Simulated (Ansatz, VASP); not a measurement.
# Two plane-wave programs on TaN

POSCAR

```
TaN
1.0
    0.0000000000      2.1790000000      2.1790000000
    2.1790000000      0.0000000000      2.1790000000
    2.1790000000      2.1790000000      0.0000000000
Ta N
1 1
Direct
    0.5000000000      0.5000000000      0.5000000000
    0.0114731528      0.0114731528     -0.0114731528
```

INCAR.step1

```
ALGO = Normal
EDIFF = 1E-4
ENCUT = 520
GGA = PE
ISMEAR = 0
LASPH = T
LCHARG = F
LREAL = F
LWAVE = T
NBANDS = 15
NELM = 80
PREC = Accurate
SIGMA = 0.15
```

INCAR.step2

```
ALGO = Normal
EDIFF = 1E-6
ENCUT = 520
ISIF = 2
ISMEAR = 0
ISTART = 1
LASPH = T
LCHARG = F
LMIXTAU = T
LREAL = F
LWAVE = F
METAGGA = R2SCAN
NBANDS = 15
NELM = 80
PREC = Accurate
SIGMA = 0.15
```

The input KPOINTS:

```
k-points
0
Gamma
  18 18 18
```

Input for Ansatz:

```yaml
crystal:
  lattice:
    - [0.0, 2.179, 2.179]
    - [2.179, 0.0, 2.179]
    - [2.179, 2.179, 0.0]
  atoms:
    - { symbol: Ta, position: [0.5, 0.5, 0.5] }
    - { symbol: "N", position: [0.0114731528, 0.0114731528, -0.0114731528] }
basis:
  ecutwfc: 500
kpoints:
  mp_grid: { grid: [18, 18, 18] }
hamiltonian:
  xc: r2scan
scf:
  occupations: { method: gaussian, width: 0.15 }
output:
  forces: true
  stress: true
  eigenvalues: true
```

Change from the starting cell: all N atoms moved -0.050 Å, as atom 2 towards its neighbour atom 1 (Ta) at 2.179 Å.

Alike in both runs: task single point; functional r2SCAN; k mesh 18 × 18 × 18; occupations gaussian, width 0.15 eV; no spin polarisation.

|  | VASP | Ansatz |
| --- | --- | --- |
| version | VASP 6.6.1 | Ansatz 0.2.0 |
| potentials or method | VASP PAW PBE potentials, release 64 (Ta_pv, N), cutoff 520 eV | scalar-relativistic, plane waves, PAW |
| valence electrons in the cell | 16 | 18 |

```tsv
	VASP	Ansatz	Ansatz less VASP
gap on the k mesh at the Fermi level (eV)	none	none	-
pressure (GPa)	12.4	10.2	-2.15
traceless stress, the component that is largest in VASP (GPa)	0.92	0.89	-0.031
rms of the force components (eV/Å)	0.249	0.258	+0.0087
```

VASP's potentials were made for PBE, not for r2SCAN. Atom by atom the forces differ by 0.009 eV/Å (rms over components). A gap of «none» marks a metal or a gap that the smearing closes. VASP's potentials hold 16 valence electrons a cell and Ansatz's 18, so a difference there can come from the potentials and not from the codes.

Neither program's run includes spin-orbit coupling.
